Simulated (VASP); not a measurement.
Here is a VASP 6.6.1 calculation.

INCAR

```
SYSTEM = Y3LuO2
PREC     = Accurate       ! precision mode
ENCUT    = 520            ! plane-wave cutoff, eV
EDIFF    = 1E-7           ! SCF threshold, eV
ISMEAR   = 0              ! smearing method
SIGMA    = 0.1            ! smearing width, eV
LREAL    = .FALSE.        ! projectors in reciprocal space
LASPH    = .TRUE.         ! aspherical terms in the spheres
NELM     = 100            ! most SCF steps
ALGO     = Normal         ! electronic algorithm
ISIF     = 2              ! what is computed and relaxed
LWAVE    = .FALSE.        ! write WAVECAR
LCHARG   = .TRUE.         ! write CHGCAR
GGA      = PE             ! functional
LELF     = .TRUE.         ! ELF
LVHAR    = .TRUE.       
NBANDS   = 44             ! bands
```

The input KPOINTS:

```
regular mesh
0
G
  6 6 6
  0 0 0
```

File POSCAR:

```
Y3LuO2
1.0
    3.6741592190      2.1212768141      2.9960746920
   -3.6741592190      2.1212768141      2.9960746920
    0.0000000000     -4.2425536282      2.9960746920
Y Lu O
3 1 2
Direct
    0.5000000000      0.5000000000      0.0000000000
    0.0000000000      0.5000000000      0.5000000000
    0.5000000000      0.0000000000      0.5000000000
    0.0000000000      0.0000000000      0.0000000000
    0.7549260463      0.7549260463      0.7549260463
    0.2450739537      0.2450739537      0.2450739537
```

Potentials or basis: VASP PAW PBE potentials, release 64 (Y_sv, Lu, O).

Command:

```bash
$ cat potpaw_PBE.64/Y_sv/POTCAR potpaw_PBE.64/Lu/POTCAR potpaw_PBE.64/O/POTCAR > POTCAR
$ mpirun -np 1 vasp_std > vasp.out
```

(1) Estimate the largest force.

(2) Estimate the band gap on the k mesh.

(3) What does it give for the pressure?

Answers

(1) 0.080 eV/Å.

(2) zero (band 35 reaches 4.50 eV, above the bottom of band 36 at 2.76 eV).

(3) 0.1 GPa.

Caveat: spin-orbit coupling is left out, which moves the levels of the heavy elements.
